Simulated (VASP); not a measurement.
Input of a VASP 6.6.1 run:

Contents of POSCAR:

```
CdS
1.0
    0.0000000000      2.9392148430      2.8510383978
    2.9392148430      0.0000000000      2.8510383978
    2.9392148430      2.9392148430      0.0000000000
Cd S
1 1
Direct
    0.0000000000      0.0000000000      0.0000000000
    0.2500000000      0.2500000000      0.2500000000
```

Contents of INCAR.step1:

```
PREC = Accurate ; ENCUT = 500
EDIFF = 1E-8 ; ISMEAR = 0
SIGMA = 0.01 ; LREAL = False
LASPH = True ; NELM = 80
ALGO = Normal ; LWAVE = True
LCHARG = False ; GGA = PE
```

The input INCAR.step2:

```
PREC = Accurate ; ENCUT = 500
EDIFF = 1E-8 ; ISMEAR = 0
SIGMA = 0.01 ; LREAL = False
LASPH = True ; NELM = 1
ALGO = Exact ; LWAVE = True
LCHARG = False ; GGA = PE
NBANDS = 214 ; LOPTICS = True
ISTART = 1
```

File INCAR.step3:

```
PREC = Accurate ; ENCUT = 500
EDIFF = 1E-8 ; ISMEAR = 0
SIGMA = 0.01 ; LREAL = False
LASPH = True ; ALGO = EVGW0
LWAVE = False ; LCHARG = False
GGA = PE ; NELMGW = 1
NBANDS = 214 ; ENCUTGW = 150.0
NOMEGA = 96 ; PRECFOCK = Fast
ISTART = 1 ; NBANDSGW = 17
OMEGAMAX = 20
```

File KPOINTS:

```
Automatic mesh
0
Gamma
  4 4 4
```

Potentials or basis: VASP PAW PBE potentials, release 64 (Cd_GW, S_GW).

The run is started by

```sh
$ cat potpaw_PBE.64/Cd_GW/POTCAR potpaw_PBE.64/S_GW/POTCAR > POTCAR
$ cp INCAR.step1 INCAR
$ mpirun -np 1 vasp_std > vasp.out
$ cp INCAR.step2 INCAR
$ mpirun -np 1 vasp_std > vasp.out
$ cp INCAR.step3 INCAR
$ mpirun -np 1 vasp_std > vasp.out
```

**Question.** Predict the quasiparticle gap.

**Answer.** 1.89 eV.

**Question.** Estimate the least direct quasiparticle gap.

**Answer.** 1.89 eV.

**Question.** Predict the least direct gap of the starting levels on the mesh.

**Answer.** 1.09 eV.

**Question.** What does it give for the band gap of the starting levels on the mesh?

**Answer.** 1.09 eV.

Caveat: the k points lie up to 0.47 Å⁻¹ apart; bands, screening cutoff and mesh are small and nothing is extrapolated, so the quasiparticle values aren't converged; the structure was generated, so it needn't be the stable form of CdS.
